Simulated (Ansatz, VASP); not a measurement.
## Cd4S3: VASP beside Ansatz

```
Cd S
1.0
     4.09938    0.00000    0.00000
    -2.04969    3.55016    0.00000
     0.00000    0.00000   12.71874
Cd S
4 3
Direct
  0.00000 0.00000 0.55589
  0.33333 0.66667 0.84569
  0.33333 0.66667 0.28181
  0.00000 0.00000 0.00565
  0.33333 0.66667 0.48116
  0.00000 0.00000 0.75585
  0.00000 0.00000 0.20755
```

Alike in both runs: task single point; functional PBE; k mesh 6 × 6 × 2; occupations gaussian, width 0.2 eV; no spin polarisation.

|  | VASP | Ansatz |
| --- | --- | --- |
| version | VASP 6.6.1 | Ansatz 0.2.0 |
| potentials or method | VASP PAW PBE potentials, release 64 (Cd, S), cutoff 520 eV | scalar-relativistic, plane waves, PAW |
| valence electrons in the cell | 66 | 98 |

VASP gave:

| Item | Value |
| --- | --- |
| pressure (GPa) | 0.3 |
| traceless stress, the component that is largest in VASP (GPa) | 0.08 |
| rms of the force components (eV/Å) | 0.001 |

What did Ansatz give for the same quantities?

Pressure (GPa): 0.0; traceless stress, the component that is largest in VASP (GPa): 0.05; rms of the force components (eV/Å): 0.006.

Atom by atom the forces differ by 0.006 eV/Å (rms over components). VASP's potentials hold 66 valence electrons a cell and Ansatz's 98, so a difference there can come from the potentials and not from the codes.
